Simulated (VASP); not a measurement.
# FePt (P-6m2) in VASP: relaxation of cell and atoms with PBE

Aim: the relaxation of cell and atoms of FePt with PBE.

Program: VASP 6.6.1. These are calculated values, not measurements. Logs are shortened: lines on timing, memory, paths and dates and some standing lists are left out, and cuts for length are marked.

**1. The cell of the first run**

The structure is hexagonal, space group P-6m2 (No. 187). The conventional cell has a = 2.716 Å, b = 2.716 Å, c = 4.402 Å, α = 90.00°, β = 90.00°, γ = 120.00°. Within 3.6 Å of Fe (site symmetry -6m2) lie 6 Pt at 2.70 Å and 6 Fe at 2.72 Å. Within 3.6 Å of Pt (site symmetry -6m2) lie 6 Fe at 2.70 Å and 6 Pt at 2.72 Å.

**2. Relaxation of cell and atoms, PBE, collinear spin, ferromagnetic start**

INCAR reads:

```
PREC = Accurate
ENCUT = 600
EDIFF = 1E-7
ISMEAR = 0
SIGMA = 0.1
LREAL = F
LASPH = T
NELM = 200
ALGO = Normal
ISIF = 3
LWAVE = F
LCHARG = F
ISPIN = 2
MAGMOM = 3.22 0.32
LORBIT = 11
LMAXMIX = 4
GGA = PE
IBRION = 2
NSW = 100
EDIFFG = -0.01
GGA_COMPAT = F
NELMIN = 4
KPAR = 4
```

KPOINTS reads:

```
regular mesh
0
Gamma
  24 24 12
```

POSCAR reads:

```
FePt
1.0
    2.7158450018      0.0000000000      0.0000000000
   -1.3579225009      2.3519907643      0.0000000000
    0.0000000000      0.0000000000      4.4016724032
Fe Pt
1 1
Direct
    0.3333333333      0.6666666667      0.5000000000
    0.6666666667      0.3333333333      0.0000000000
```

Potentials or basis: VASP PAW PBE potentials, release 64 (Fe, Pt).

Command:

```bash
cat potpaw_PBE.64/Fe/POTCAR potpaw_PBE.64/Pt/POTCAR > POTCAR
mpirun -np 4 vasp_std > vasp.out
```

OUTCAR:

```text
PREC = Accurate
   ENCUT = 600
   EDIFF = 1E-7
   ISMEAR = 0
   LREAL = F
   LASPH = T
   NELM = 200
   ISIF = 3
   ISPIN = 2
   LORBIT = 11
   GGA = PE
   IBRION = 2
   NSW = 100
   EDIFFG = -0.01
   NELMIN = 4

 ion  position               nearest neighbor table
   1  0.333  0.667  0.500-   2 2.70   2 2.70   2 2.70   2 2.70   2 2.70   2 2.70
   2  0.667  0.333  0.000-   1 2.70   1 2.70   1 2.70   1 2.70   1 2.70   1 2.70

  LATTYP: Found a hexagonal cell.
 ALAT       =     2.7158450018
 C/A-ratio  =     1.6207377079

  Lattice vectors:

 A1 = (   2.7158450018,   0.0000000000,   0.0000000000)
 A2 = (  -1.3579225009,   2.3519907643,   0.0000000000)
 A3 = (   0.0000000000,   0.0000000000,   4.4016724032)

Analysis of symmetry for initial positions (statically):
=====================================================================
 Subroutine PRICEL returns:
 Original cell was already a primitive cell.

 Routine SETGRP: Setting up the symmetry group for a
 hexagonal supercell.

 Subroutine GETGRP returns: Found 12 space group operations
 (whereof 12 operations were pure point group operations)
 out of a pool of 24 trial point group operations.

The static configuration has the point symmetry D_3h.

Analysis of symmetry for dynamics (positions and initial velocities):
=====================================================================
 Subroutine PRICEL returns:
 Original cell was already a primitive cell.

 Routine SETGRP: Setting up the symmetry group for a
 hexagonal supercell.

 Subroutine GETGRP returns: Found 12 space group operations
 (whereof 12 operations were pure point group operations)
 out of a pool of 24 trial point group operations.

The dynamic configuration has the point symmetry D_3h.

Analysis of structural, dynamic, and magnetic symmetry:
=====================================================================
 Subroutine PRICEL returns:
 Original cell was already a primitive cell.

 Routine SETGRP: Setting up the symmetry group for a
 hexagonal supercell.

 Subroutine GETGRP returns: Found 12 space group operations
 (whereof 12 operations were pure point group operations)
 out of a pool of 24 trial point group operations.

The overall configuration has the point symmetry D_3h.

 Subroutine INISYM returns: Found 12 space group operations
 (whereof 12 operations are pure point group operations),
 and found     1 'primitive' translations

----------------------------------------------------------------------------------------

                                     Primitive cell

  volume of cell :      28.1163

  direct lattice vectors                    reciprocal lattice vectors
     2.715845002  0.000000000  0.000000000     0.368209526  0.212585869  0.000000000
    -1.357922501  2.351990764  0.000000000     0.000000000  0.425171738  0.000000000
     0.000000000  0.000000000  4.401672403     0.000000000  0.000000000  0.227186376

  length of vectors
     2.715845002  2.715845002  4.401672403     0.425171738  0.425171738  0.227186376

  position of ions in fractional coordinates (direct lattice)
     0.333333333  0.666666667  0.500000000
     0.666666667  0.333333333  0.000000000

  ion indices of the primitive-cell ions
   primitive index   ion index
                 1           1
                 2           2

----------------------------------------------------------------------------------------

 KPOINTS: regular mesh

Automatic generation of k-mesh.
 Grid dimensions read from file:
 generate k-points for:   24   24   12

 Generating k-lattice:

  Cartesian coordinates                     Fractional coordinates (reciprocal lattice)
     0.015342064  0.008857745  0.000000000     0.041666667  0.000000000  0.000000000
     0.000000000  0.017715489  0.000000000     0.000000000  0.041666667  0.000000000
     0.000000000  0.000000000  0.018932198     0.000000000  0.000000000  0.083333333

  Length of vectors
     0.017715489  0.017715489  0.018932198

  Shift w.r.t. Gamma in fractional coordinates (k-lattice)
     0.000000000  0.000000000  0.000000000

 Subroutine IBZKPT returns following result:
 ===========================================

 Found    427 irreducible k-points:

 Following reciprocal coordinates:
            Coordinates               Weight
  0.000000  0.000000  0.000000      1.000000
  0.041667  0.000000  0.000000      6.000000
  0.083333  0.000000  0.000000      6.000000
  0.125000  0.000000  0.000000      6.000000
  0.166667  0.000000  0.000000      6.000000
  0.208333  0.000000  0.000000      6.000000
[... 16 lines left out ...]
  0.416667  0.041667  0.000000     12.000000
  0.458333  0.041667  0.000000     12.000000
 [... further k-points ...]
   k-points           NKPTS =    427   k-points in BZ     NKDIM =    427   number of bands    NBANDS=     15
   number of dos      NEDOS =    301   number of ions     NIONS =      2
   total plane-waves  NPLWV =  20736
   dimension x,y,z NGX =    24 NGY =   24 NGZ =   36
   dimension x,y,z NGXF=    48 NGYF=   48 NGZF=   72
   ions per type =               1   1
   NGX,Y,Z   is equivalent  to a cutoff of  14.69, 14.69, 13.60 a.u.
   NGXF,Y,Z  is equivalent  to a cutoff of  29.38, 29.38, 27.19 a.u.
 SYSTEM =  unknown system
   PREC   = accura    normal or accurate (medium, high low for compatibility)
   ISTART =      0    job   : 0-new  1-cont  2-samecut
   ICHARG =      2    charge: 1-file 2-atom 10-const
   ISPIN  =      2    spin polarized calculation?
   LNONCOLLINEAR =      F non collinear calculations
   LSORBIT =      F    spin-orbit coupling
   LASPH  =      T    aspherical Exc in radial PAW
   ENCUT  =  600.0 eV  44.10 Ry    6.64 a.u.   5.42  5.42  8.79*2*pi/ulx,y,z
   NELM   =    200;   NELMIN=  4; NELMDL= -5     # of ELM steps
   EDIFF  = 0.1E-06   stopping-criterion for ELM
   LREAL  =      F    real-space projection
   EDIFFG = -.1E-01   stopping-criterion for IOM
   NSW    =    100    number of steps for IOM
   IBRION =      2    ionic relax: 0-MD 1-quasi-New 2-CG
   NFREE  =      1    steps in history (QN), initial steepest desc. (CG)
   ISIF   =      3    stress and relaxation
   ISYM   =      2    0-nonsym 1-usesym 2-fastsym
   POTIM  = 0.5000    time-step for ionic-motion
   TEBEG  =    0.0;   TEEND  =   0.0 temperature during run
   PSTRESS=    0.0 pullay stress
   NELECT =      18.0000    total number of electrons
   NUPDOWN=      -1.0000    fix difference up-down
   EMIN   =  10.00;   EMAX   =-10.00  energy-range for DOS
   EFERMI =   0.00;   METHOD = LEGACY
   ISMEAR =     0;   SIGMA  =   0.10  broadening in eV -4-tet -1-fermi 0-gaus
   EFERMI_NEDOS =   21; number of points for ismear=-14 and -15
   IALGO  =     38    algorithm
   IMIX   =      4    mixing-type and parameters
     AMIX     =   0.40;   BMIX     =  1.00
     AMIX_MAG =   1.60;   BMIX_MAG =  1.00
  volume/ion in A,a.u.               =      14.06        94.87
  Fermi-wavevector in a.u.,A,eV,Ry     =   1.410954  2.666317 27.086364  1.990792
  Thomas-Fermi vector in A             =   2.532855
   LORBIT       =     11    0 simple, 1 ext, 2 COOP (PROOUT), +10 PAW based schemes
   GGA     = PE    functional components
   LHFCALC =     F    Hartree Fock is set to
   AEXX    =    0.0000 exact exchange contribution
   IVDW    =     0    specifies the selected vdW correction
   LEPSILON=     F    determine dielectric tensor
   LRPA    =     F    only Hartree local field effects (RPA)
 conjugate gradient relaxation of ions
 spin polarized calculation
 Gauss-broadening in eV      SIGMA  =   0.10
  energy-cutoff  :      600.00
  volume of cell :       28.12
 maximum number of plane-waves:       966
 NGX is ok and might be reduce to    24
   NGX = 11   NGY = 11   NGZ = 17

--------------------------------------- Ionic step        1  -------------------------------------------

 number of electron      17.9999997 magnetization       3.1499321

 Free energy of the ion-electron system (eV)
  ---------------------------------------------------
  ext. energy  EPLUGINS =         0.00000000
  ---------------------------------------------------
  free energy    TOTEN  =       -14.57193272 eV

  energy without entropy =      -14.56489233  energy(sigma->0) =      -14.56841252

------------------------ aborting loop because EDIFF is reached ----------------------------------------

  FORCE on cell =-STRESS in cart. coord.  units (eV):
  Direction    XX          YY          ZZ          XY          YZ          ZX
  --------------------------------------------------------------------------------------
  -------------------------------------------------------------------------------------
  Total        0.2232174      0.2232174     -0.2741020      0.0000000      0.0000000      0.0000000
  in kB       12.7198015     12.7198015    -15.6194025      0.0000000      0.0000000      0.0000000
  external PRESSURE =       3.2734001 kB  Pullay stress =       0.0000000 kB

 VOLUME and BASIS-vectors are now :
 -----------------------------------------------------------------------------
  energy-cutoff  :      600.00
  volume of cell :       28.12
      direct lattice vectors                 reciprocal lattice vectors
     2.715845002  0.000000000  0.000000000     0.368209526  0.212585869  0.000000000
    -1.357922501  2.351990764  0.000000000     0.000000000  0.425171738  0.000000000
     0.000000000  0.000000000  4.401672403     0.000000000  0.000000000  0.227186376
[... 109 lines left out ...]
 POSITION                                       TOTAL-FORCE (eV/Angst)
 -----------------------------------------------------------------------------------
     -0.00000      1.57397      2.17936        -0.000000      0.000000      0.000000
      1.36310      0.78699     -0.00000         0.000000     -0.000000     -0.000000
 -----------------------------------------------------------------------------------
    total drift:                               -0.000000      0.000000      0.000000

  FREE ENERGIE OF THE ION-ELECTRON SYSTEM (eV)
  ---------------------------------------------------
  free  energy   TOTEN  =       -14.5737057310 eV

  energy  without entropy=      -14.5664387727  energy(sigma->0) =      -14.57007225

--------------------------------------- Ionic step        5  -------------------------------------------

 number of electron      17.9999998 magnetization       3.1528689

 Free energy of the ion-electron system (eV)
  ---------------------------------------------------
  ext. energy  EPLUGINS =         0.00000000
  ---------------------------------------------------
  free energy    TOTEN  =       -14.57393165 eV

  energy without entropy =      -14.56665453  energy(sigma->0) =      -14.57029309

 E-fermi :   8.4389     XC(G=0): -12.9387

 val. band max:        8.4374391742   @ k =   0.2917   0.1250   0.3333
 cond. band min:       8.4399076077   @ k =   0.3333   0.0833   0.2500
 fundamental gap:      0.0024684335
 Fermi energy:         8.4389264877

 spin component 1

 k-point     1 :       0.0000    0.0000    0.0000
  band No.  band energies     occupation
      1      -1.1302      1.00000
      2       2.0434      1.00000
      3       4.6940      1.00000
      4       4.6940      1.00000
      5       5.4461      1.00000
      6       6.0203      1.00000
      7       6.0203      1.00000
      8       6.0524      1.00000
      9       6.0524      1.00000
     10       7.5939      1.00000
     11       7.5939      1.00000
     12       8.1123      1.00000
     13      14.1577      0.00000
     14      23.9617      0.00000
     15      27.7004      0.00000
[... 397 lines left out ...]
 k-point    24 :       0.4583    0.0417    0.0000
  band No.  band energies     occupation
      1       1.6053      1.00000
      2       2.8432      1.00000
      3       3.5209      1.00000
      4       4.9987      1.00000
      5       5.4990      1.00000
      6       5.5966      1.00000
      7       5.9176      1.00000
      8       7.3840      1.00000
      9       7.8151      1.00000
     10       8.3769      0.80990
     11       9.5316      0.00000
     12      11.9915      0.00000
     13      16.5338      0.00000
     14      16.8155      0.00000
     15      19.6321      0.00000

 [... further k-points ...]

 spin component 2

 k-point     1 :       0.0000    0.0000    0.0000
  band No.  band energies     occupation
      1      -1.0303      1.00000
      2       2.3562      1.00000
      3       4.9138      1.00000
      4       4.9138      1.00000
      5       6.9879      1.00000
      6       6.9879      1.00000
      7       7.5302      1.00000
      8       8.2110      0.99937
      9       8.6800      0.00033
     10       8.6800      0.00033
     11       9.9126      0.00000
     12       9.9126      0.00000
     13      15.1575      0.00000
     14      23.9726      0.00000
     15      27.5830      0.00000
[... 436 lines left out ...]
 POSITION                                       TOTAL-FORCE (eV/Angst)
 -----------------------------------------------------------------------------------
     -0.00000      1.57483      2.18409        -0.000000      0.000000     -0.000000
      1.36384      0.78742     -0.00000         0.000000     -0.000000      0.000000
 -----------------------------------------------------------------------------------
    total drift:                               -0.000000      0.000000      0.000000

  FREE ENERGIE OF THE ION-ELECTRON SYSTEM (eV)
  ---------------------------------------------------
  free  energy   TOTEN  =       -14.5739316531 eV

  energy  without entropy=      -14.5666545279  energy(sigma->0) =      -14.57029309

 reached required accuracy - stopping structural energy minimisation

 total charge

# of ion       s       p       d       tot
------------------------------------------
    1        0.402   0.415   6.143   6.960
    2        0.697   0.665   8.036   9.399
--------------------------------------------------
tot          1.100   1.080  14.179  16.359

 magnetization (x)

# of ion       s       p       d       tot
------------------------------------------
    1       -0.007  -0.020   2.905   2.878
    2       -0.013  -0.050   0.333   0.271
--------------------------------------------------
tot         -0.020  -0.069   3.238   3.149
```

It took 4.6 min on 4 MPI ranks of Intel Xeon Platinum 8375C at 2.90GHz (Ice Lake), shared host; peak memory 0.48 GiB.

Results:

```
Free energy                                           : -14.5739 eV
Relaxed volume                                        : 14.07 Å³/atom
Relaxed cell                                          : a = 2.728 Å, b = 2.728 Å, c = 4.368 Å, α = 90.00°, β = 90.00°, γ = 120.00°
Space group after relaxing (to 0.05 Å)                : P-6m2 (No. 187)
Energy gained by relaxing                             : 1.0 meV/atom
Ionic steps                                           : 5
Pressure after relaxing                               : 0.0 GPa
Net moment                                            : 3.15 μB per cell
Site moments                                          : Fe +2.88; Pt +0.27 μB
Valence electrons inside the program's atomic spheres : Fe 6.96; Pt 9.40
```

Step by step:
```tsv
step	energy change (eV)	largest force (eV/Å)	pressure (GPa)	volume (Å³)
1	0.0000	0.0000	0.33	28.12
2	-0.0018	0.0000	-0.61	28.23
3	-0.0019	0.0000	-0.52	28.22
4	-0.0018	0.0000	0.68	28.05
5	-0.0020	0.0000	0.01	28.15
```

Final structure:
```
Fe Pt
1.0
     2.72769    0.00000    0.00000
    -1.36384    2.36225    0.00000
     0.00000    0.00000    4.36818
Fe Pt
1 1
Direct
  0.33333 0.66667 0.50000
  0.66667 0.33333 0.00000
```

Levels at points of the mesh, in eV from the Fermi level:
Spin up:
| k point | band 8 | band 9 | band 10 | band 11 | band 12 | band 13 | band 14 | band 15 |
| --- | --- | --- | --- | --- | --- | --- | --- | --- |
| (0.00, 0.00, 0.00) | -2.39 | -2.39 | -0.85 | -0.85 | -0.33 | 5.72 | 15.52 | 19.26 |
| (0.50, 0.00, 0.00) | -1.06 | -0.61 | 0.12 | 1.02 | 3.40 | 8.11 | 8.35 | 11.34 |
| (0.00, 0.00, 0.50) | -2.82 | -1.57 | -1.57 | -1.02 | -1.02 | 12.08 | 15.03 | 15.40 |
| (0.50, 0.00, 0.50) | -1.11 | -1.02 | 0.13 | 1.09 | 1.28 | 6.04 | 6.74 | 15.03 |
Spin down:
```
           k point  band 6  band 7  band 8  band 9  band 10  band 11
(0.00, 0.00, 0.00)   -1.45   -0.91   -0.23    0.24     0.24     1.47
(0.50, 0.00, 0.00)   -0.69   -0.36    0.35    1.72     1.97     2.67
(0.00, 0.00, 0.50)   -1.60   -1.60   -0.63    0.67     0.67     1.36
(0.50, 0.00, 0.50)   -0.25    0.27    0.37    0.86     1.97     2.13
```

Caveat: spin-orbit coupling is left out, which moves the levels of the heavy elements.
